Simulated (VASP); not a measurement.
The system is V.

```
V
1.0
     0.00000    2.65267    2.65267
     2.65267    0.00000    2.65267
     2.65267    2.65267    0.00000
V
2
Direct
  0.12500 0.12500 0.12500
  0.87500 0.87500 0.87500
```

This isn't the form of V at room conditions, which is bcc.

* Program: VASP 6.6.1
* Task: relaxation of cell and atoms
* Functional: PBE
* Potentials or basis: VASP PAW PBE potentials, release 64 (V_sv)
* Cutoff: 600 eV
* k mesh: 10 × 10 × 10
* Occupations: fermi-dirac, width 0.05 eV
* Spin: collinear spin, ferromagnetic start
* Starting moments: [1.0, 1.0] μB

At the start: pressure 6.7 GPa; volume 18.67 Å³/atom.

Problem. Where does the relaxation end?

Solution. Over 3 steps the energy falls by 37.5 meV/atom and the volume is 20.55 Å³/atom (+10.1 %); space group Fd-3m (No. 227, to 0.1 Å) before and after; moment 3.81 μB per cell.

The path:
```tsv
step	energy change (eV)	largest force (eV/Å)	pressure (GPa)	volume (Å³)
1	0.0000	0.0000	6.69	37.33
2	-0.0732	0.0000	-0.89	41.70
3	-0.0749	0.0000	-0.01	41.09
```

Final structure:
```
V
1.0
     0.00000    2.73892    2.73892
     2.73892    0.00000    2.73892
     2.73892    2.73892    0.00000
V
2
Direct
  0.12500 0.12500 0.12500
  0.87500 0.87500 0.87500
```
